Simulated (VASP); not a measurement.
Input of a VASP 6.6.1 run:

The input INCAR:

```
PREC = Accurate
ENCUT = 520
EDIFF = 1E-7
ISMEAR = 0
SIGMA = 0.01
LREAL = False
LASPH = True
NELM = 60
ALGO = Normal
ISIF = 2
LWAVE = False
LCHARG = True
GGA = PE
LELF = True
LVHAR = True
NBANDS = 16
```

KPOINTS

```
regular mesh
0
Gamma
  6 6 4
```

File POSCAR:

```
AlN
1.0
    3.1066945036      0.0000000000      0.0000000000
   -1.5533472518      2.6904763619      0.0000000000
    0.0000000000      0.0000000000      4.9785885494
Al N
2 2
Direct
    0.3333333333      0.6666666667     -0.0007956041
    0.6666666667      0.3333333333      0.4992043959
    0.3333333333      0.6666666667      0.3807956041
    0.6666666667      0.3333333333      0.8807956041
```

Potentials or basis: VASP PAW PBE potentials, release 64 (Al, N).

Launch:

```bash
$ cat potpaw_PBE.64/Al/POTCAR potpaw_PBE.64/N/POTCAR > POTCAR
$ mpirun -np 1 vasp_std > vasp.out
```

Problem. Predict the band gap on the k mesh.

Solution. 4.24 eV, direct.

Problem. Predict the pressure.

Solution. 4.4 GPa.

Problem. What does it give for the largest force?

Solution. 0.010 eV/Å.

Forces on the atoms (eV/Å):
```
Al   0.000  0.000 -0.010
Al   0.000  0.000 -0.010
N    0.000  0.000  0.010
N    0.000  0.000  0.010
```
